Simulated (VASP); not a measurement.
# MgB15N15 (a cell with a defect): relaxation of the atoms with PBE

The system is MgB15N15 (a cell with a defect).

```xyz
31
Lattice="-3.6241 3.6241 -3.6241 3.6241 3.6241 3.6241 3.6241 -3.6241 -3.6241" Properties=species:S:1:pos:R:3 pbc="T T T"
B     0.0000    0.0000    0.0000
B     3.6241   -1.8121   -1.8121
B     3.6241    0.0000    0.0000
B     3.6241    1.8121    1.8121
B     1.8121   -1.8121   -3.6241
B     1.8121    1.8121    0.0000
B     1.8121    3.6241    1.8121
B     0.0000    0.0000   -3.6241
B     0.0000    1.8121   -1.8121
B     0.0000    3.6241    0.0000
B     3.6241    1.8121   -1.8121
B    -1.8121    1.8121   -3.6241
B    -1.8121    3.6241   -1.8121
B     1.8121    1.8121   -3.6241
B     1.8121    3.6241   -1.8121
Mg    1.8121    0.0000   -1.8121
N     0.9060    0.9060    0.9060
N     4.5301   -0.9060   -0.9060
N     4.5301    0.9060    0.9060
N    -0.9060    0.9060   -0.9060
N     2.7181   -0.9060   -2.7181
N     2.7181    0.9060   -0.9060
N     2.7181    2.7181    0.9060
N     0.9060   -0.9060   -4.5301
N     0.9060    0.9060   -2.7181
N     0.9060    2.7181   -0.9060
N     0.9060    4.5301    0.9060
N    -0.9060    0.9060   -4.5301
N    -0.9060    2.7181   -2.7181
N    -0.9060    4.5301   -0.9060
N     2.7181    2.7181   -2.7181
```

```json
{
 "Program": "VASP 6.6.1",
 "Task": "relaxation of the atoms",
 "Functional": "PBE",
 "Potentials or basis": "VASP PAW PBE potentials, release 64 (B, Mg, N)",
 "Cutoff": "520 eV",
 "k mesh": "1 × 1 × 1, shifted",
 "Occupations": "gaussian, width 0.01 eV",
 "Spin": "collinear spin",
 "Fixed moment": "2 μB",
 "Dipole correction": "no",
 "Charge": "2",
 "Further INCAR settings": "LREAL = Auto; ALGO = Normal; EDIFF = 1e-07; IBRION = 2; EDIFFG = -0.03; NSW = 100; NELECT = 120.0"
}
```

- Energy gained by relaxing: 232.0 meV/atom
- Ionic steps: 16
- Largest force after relaxing: 0.027 eV/Å
- Net moment: 2.00 μB per cell
- Site moments: B +0.01, -0.00, -0.01 (each value once); Mg +0.03; N +0.05, +0.06, +0.32, +0.02 (each value once) μB
- Valence electrons inside the program's atomic spheres: B 1.98, 2.01, 2.02, 2.03 (each value once); Mg 0.52; N 3.93, 3.94, 3.92, 3.97 (each value once)

Forces on the atoms (eV/Å):
```
B   -0.004  0.027  0.004
B    0.002  0.004 -0.002
B    0.002  0.003 -0.004
B   -0.004 -0.004 -0.027
B    0.002  0.004 -0.002
B    0.002  0.002 -0.004
B    0.008  0.012 -0.012
B    0.004  0.002 -0.002
B    0.004  0.002 -0.002
B   -0.009 -0.005  0.009
B   -0.009 -0.009  0.006
B    0.027 -0.004  0.004
B    0.012  0.012 -0.008
B   -0.005 -0.009  0.009
B    0.012  0.008 -0.012
Mg   0.004  0.004 -0.004
N    0.005 -0.013 -0.006
N   -0.022 -0.002  0.002
N    0.005  0.006  0.013
N    0.006 -0.013 -0.005
N    0.010 -0.011 -0.010
N    0.010  0.010  0.011
N    0.006  0.005  0.013
N   -0.002 -0.002  0.022
N   -0.011  0.010 -0.010
N   -0.002 -0.022  0.002
N   -0.008 -0.011  0.011
N   -0.013  0.006 -0.005
N   -0.013  0.005 -0.006
N   -0.011 -0.011  0.008
N   -0.011 -0.008  0.011
```

Step by step:
```tsv
step	energy change (eV)	largest force (eV/Å)	pressure (GPa)
1	0.0000	15.1471	-0.89
2	4.3684	12.5971	2.90
3	-6.4275	1.5139	-7.93
4	-6.4459	1.6870	-7.97
5	-6.4494	1.8779	-7.99
6	-6.8809	1.2797	-7.87
7	-6.9532	1.4551	-8.01
8	-7.0906	0.7504	-7.94
9	-7.0925	0.6480	-7.91
10	-7.1567	0.2918	-8.11
11	-7.1586	0.3871	-8.13
12	-7.1829	0.2416	-8.05
13	-7.1838	0.1848	-8.06
14	-7.1896	0.1145	-8.09
15	-7.1906	0.0588	-8.09
16	-7.1914	0.0274	-8.05
```

Final structure:
```yaml
crystal:
  lattice:
    - [-3.62411, 3.62411, -3.62411]
    - [3.62411, 3.62411, 3.62411]
    - [3.62411, -3.62411, -3.62411]
  atoms:
    - { symbol: B, position: [0.99355, 0.99355, 0.97664] }
    - { symbol: B, position: [0.00156, 0.25356, 0.75387] }
    - { symbol: B, position: [0.00156, 0.50387, 0.50356] }
    - { symbol: B, position: [0.99355, 0.72664, 0.24355] }
    - { symbol: B, position: [0.25356, 0.00156, 0.75387] }
    - { symbol: B, position: [0.25356, 0.50387, 0.25156] }
    - { symbol: B, position: [0.25046, 0.75079, 0.00079] }
    - { symbol: B, position: [0.50387, 0.00156, 0.50356] }
    - { symbol: B, position: [0.50387, 0.25356, 0.25156] }
    - { symbol: B, position: [0.50353, 0.50353, 0.00403] }
    - { symbol: B, position: [0.50353, 0.75403, 0.75353] }
    - { symbol: B, position: [0.72664, 0.99355, 0.24355] }
    - { symbol: B, position: [0.75079, 0.25046, 0.00079] }
    - { symbol: B, position: [0.75403, 0.50353, 0.75353] }
    - { symbol: B, position: [0.75079, 0.75079, 0.50046] }
    - { symbol: Mg, position: [0.17244, 0.17244, 0.42244] }
    - { symbol: N, position: [0.00099, 0.25102, 0.00697] }
    - { symbol: N, position: [0.00681, 0.50394, 0.75394] }
    - { symbol: N, position: [0.00099, 0.75697, 0.50102] }
    - { symbol: N, position: [0.25102, 0.00099, 0.00697] }
    - { symbol: N, position: [0.25544, 0.25544, 0.78604] }
    - { symbol: N, position: [0.25544, 0.53604, 0.50544] }
    - { symbol: N, position: [0.25102, 0.75697, 0.25099] }
    - { symbol: N, position: [0.50394, 0.00681, 0.75394] }
    - { symbol: N, position: [0.53605, 0.25544, 0.50544] }
    - { symbol: N, position: [0.50394, 0.50394, 0.25681] }
    - { symbol: N, position: [0.50138, 0.75088, 0.00088] }
    - { symbol: N, position: [0.75697, 0.00099, 0.50102] }
    - { symbol: N, position: [0.75697, 0.25102, 0.25099] }
    - { symbol: N, position: [0.75088, 0.50138, 0.00088] }
    - { symbol: N, position: [0.75088, 0.75088, 0.75138] }
```

Run time: 16 min on 1 thread of AMD EPYC 7R13 Processor (Zen 3) (shared host), peak memory 0.4 GiB.

Caveat: the k points lie up to 1.23 Å⁻¹ apart, too coarse for converged energies, forces and pressures; the cell carries a net charge on a neutralising background, which shifts energy and pressure; the cell is charged against a uniform background, so pressure and absolute levels hang on convention; the moment is held away from its start; the total moment is fixed, so each spin has its own Fermi level and the state may be an excited one.
